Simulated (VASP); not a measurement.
Runs of VASP 6.6.1 on MgS. The structure is that of space group Pm-3m (No. 221), or close to it. The cells are those of the table. 

```tsv
task	cell	k mesh	cutoff (eV)	gap on the mesh (eV)	pressure (GPa)	relaxed volume (Å³/atom)
relaxation of cell and atoms	relaxed from a = 3.276 Å, 2 atoms	16 × 16 × 16	600	none	0.0	(b)
single point	a = 3.268, b = 3.268, c = 3.292 Å, 2 atoms	6 × 6 × 4	520	none	-0.5	-
single point	a = 3.275 Å, 2 atoms	16 × 16 × 16	520	none	-0.3	-
single point	a = 3.276 Å, 2 atoms	6 × 6 × 6	520	-	(a)	-
relaxation of cell and atoms	relaxed from a = 3.276 Å, 2 atoms	6 × 6 × 6	600	-	0.1	17.44
```

Alike in all rows: level PBE; potentials or basis VASP PAW PBE potentials, release 64 (Mg, S); no spin polarisation; smearing gaussian 0.1 eV.

**Question.** Fill in the values left out.

**Answer.** (a) -0.6; (b) 17.49.

Caveats: some runs use coarse meshes.

A gap of «none» marks levels without a gap at the run's occupations.
